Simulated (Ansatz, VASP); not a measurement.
SiGeTe2S2 in VASP and in Ansatz

```
Si Ge Te S
1.0
    -2.42928    2.42928    5.89074
     2.42928   -2.42928    5.89074
     2.42928    2.42928   -5.89074
Si Ge Te S
1 1 2 2
Direct
  0.50000 0.50000 0.00000
  0.00000 0.00000 0.00000
  0.74435 0.74435 0.00000
  0.25565 0.25565 0.00000
  0.50000 0.00000 0.50000
  0.00000 0.50000 0.50000
```

Alike in both runs: functional PBE; k mesh 12 × 12 × 12; occupations gaussian, width 0.1 eV; no spin polarisation.

Ansatz relaxed the structure, and its values are those at the end. VASP's run is a single point on that final structure, the one shown.

```csv
,VASP,Ansatz
version,VASP 6.6.1,Ansatz 0.2.0
potentials or method,"VASP PAW PBE potentials, release 64 (Si, Ge_d, Te, S), cutoff 520 eV","scalar-relativistic, plane waves, PAW"
valence electrons in the cell,42,62
```

|  | VASP | Ansatz | Ansatz less VASP |
| --- | --- | --- | --- |
| gap on the k mesh at the Fermi level (eV) | none | none | - |
| pressure (GPa) | -0.1 | 0.0 | +0.07 |

A gap of «none» marks a metal or a gap that the smearing closes. With one functional, cell and mesh, what is left measures potentials, basis and numerics. VASP's potentials hold 42 valence electrons a cell and Ansatz's 62, so a difference there can come from the potentials and not from the codes.

Spin-orbit coupling is off throughout.
